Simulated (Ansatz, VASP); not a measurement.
# Two plane-wave programs on Cu

INCAR

```
SYSTEM = Cu
  PREC = Accurate
  ENCUT = 520
  EDIFF = 1E-8
  ISMEAR = -1
  SIGMA = 0.08
  LREAL = .False.
  LASPH = .True.
  NELM = 60
  ALGO = Normal
  ISIF = 2
  LWAVE = .False.
  LCHARG = .False.
  GGA = PS
  LEFG = .True.
  NBANDS = 12
```

The input KPOINTS:

```
Automatic mesh
0
Gamma
  19 19 19
  0 0 0
```

POSCAR

```
Cu
1.0
    0.0542250000      1.8346125000      1.8346125000
    1.8346125000      0.0542250000      1.8346125000
    1.8346125000      1.8346125000      0.0542250000
Cu
1
Direct
    0.0000000000      0.0000000000      0.0000000000
```

Input for Ansatz:

```yaml
crystal:
  lattice:
    - [0.054225, 1.8346125, 1.8346125]
    - [1.8346125, 0.054225, 1.8346125]
    - [1.8346125, 1.8346125, 0.054225]
  atoms:
    - { symbol: Cu, position: [0.0, 0.0, 0.0] }
kpoints:
  mp_grid: { grid: [19, 19, 19] }
scf:
  occupations: { method: fermi_dirac, width: 0.08 }
hamiltonian:
  xc: pbesol
  pseudopotentials: { kind: paw }
output:
  forces: true
  stress: true
  eigenvalues: true
  efg: { contact_densities: true }
```

Change from the starting cell: equal xy, yz and zx shear strains of +3 %, PAW files.

Alike in both runs: task electric field gradients; functional PBEsol; k mesh 19 × 19 × 19; occupations fermi-dirac, width 0.08 eV; no spin polarisation.

|  | VASP | Ansatz |
| --- | --- | --- |
| version | VASP 6.6.1 | Ansatz 0.2.0 |
| potentials or method | VASP PAW PBE potentials, release 64 (Cu) | PAW with Ansatz's default frozen-core files, scalar-relativistic |
| plane-wave cutoff (eV) | 520 | 420 |
| valence electrons in the cell | 11 | 19 |

```tsv
	VASP	Ansatz	Ansatz less VASP
pressure (GPa)	-5.4	-6.1	-0.68
traceless stress, the component that is largest in VASP (GPa)	-2.27	-2.29	-0.021
size of Vzz on the site where it differs most (V/Å²)	2.7	1.1	-1.64
```

VASP's potentials were made for PBE, not for PBEsol. VASP's potentials hold 11 valence electrons a cell and Ansatz's 19, so a difference there can come from the potentials and not from the codes.
